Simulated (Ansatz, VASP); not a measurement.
Hf: VASP beside Ansatz

```xyz
1
Lattice="0.0000 2.2200 2.2200 2.2200 0.0000 2.2200 2.2200 2.2200 0.0000" Properties=species:S:1:pos:R:3 pbc="T T T"
Hf    0.0000    0.0000    0.0000
```

Alike in both runs: task relaxation of cell and atoms; functional HSE06; k mesh 5 × 5 × 5; occupations fermi-dirac, width 0.05 eV; no spin polarisation.

```csv
,VASP,Ansatz
version,VASP 6.6.1,Ansatz 0.2.0
potentials or method,"VASP PAW PBE potentials, release 64 (Hf_pv)",Ansatz PAW
plane-wave cutoff (eV),600,420
valence electrons in the cell,10,26
```

```tsv
	VASP	Ansatz	Ansatz less VASP
gap on the k mesh at the Fermi level, each at its own relaxed structure (eV)	none	none	-
relaxed volume (Å³/atom)	22.30	22.73	+0.435
relaxed cell length with the largest relative difference (Å)	3.159	3.180	+0.0204
```

A gap of «none» marks a metal or a gap that the smearing closes. VASP's potentials hold 10 valence electrons a cell and Ansatz's 26, so a difference there can come from the potentials and not from the codes.

The k mesh is coarse, so the values compare programs but aren't converged. Neither program's run includes spin-orbit coupling. Noted on Ansatz's run: the plane-wave basis is chosen anew once the cell has moved, so the energies of steps on either side of that aren't comparable.
